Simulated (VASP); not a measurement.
Here is a VASP 6.6.1 calculation.

Contents of POSCAR:

```
Ni
1.0
   -1.3204928376      1.3204928376      1.3204928376
    1.3204928376     -1.3204928376      1.3204928376
    1.3204928376      1.3204928376     -1.3204928376
Ni
1
Direct
    0.0000000000      0.0000000000      0.0000000000
```

The input INCAR.step1:

```
PREC     = Accurate       # precision mode
ENCUT    = 520            # plane-wave cutoff, eV
ISMEAR   = -1             # smearing method
SIGMA    = 0.1            # smearing width, eV
LREAL    = False          # projectors in reciprocal space
LASPH    = True           # aspherical terms in the spheres
NELM     = 80             # most SCF steps
NBANDS   = 11             # bands
GGA      = PE             # functional
ALGO     = Normal         # electronic algorithm
EDIFF    = 1E-4           # SCF threshold, eV
LWAVE    = True           # write WAVECAR
LCHARG   = False          # write CHGCAR
```

INCAR.step2

```
PREC     = Accurate       # precision mode
ENCUT    = 520            # plane-wave cutoff, eV
EDIFF    = 1E-6           # SCF threshold, eV
ISMEAR   = -1             # smearing method
SIGMA    = 0.1            # smearing width, eV
LREAL    = False          # projectors in reciprocal space
LASPH    = True           # aspherical terms in the spheres
NELM     = 80             # most SCF steps
ALGO     = Normal         # electronic algorithm
ISIF     = 2              # what is computed and relaxed
LWAVE    = False          # write WAVECAR
LCHARG   = True           # write CHGCAR
METAGGA  = R2SCAN         # meta-GGA
LMIXTAU  = True         
LELF     = True           # ELF
LVHAR    = True         
NBANDS   = 11             # bands
ISTART   = 1
```

File KPOINTS:

```
Automatic mesh
0
Gamma
  18 18 18
```

Potentials or basis: VASP PAW PBE potentials, release 64 (Ni).

The run is started by

```bash
$ cat potpaw_PBE.64/Ni/POTCAR > POTCAR
$ cp INCAR.step1 INCAR
$ mpirun -np 1 vasp_std > vasp.out
$ cp INCAR.step2 INCAR
$ mpirun -np 1 vasp_std > vasp.out
```

Predict the pressure.

39.4 GPa.

Predict the band gap on the k mesh.

zero (band 5 reaches 12.07 eV, above the bottom of band 6 at 10.63 eV).

Caveat: the PAW data sets were made with another functional, which shifts forces and pressure a little; the run has no spin polarisation, though such a crystal can be magnetic. Spin polarisation is off, so any magnetic state and its effect on volume and gap are missing.
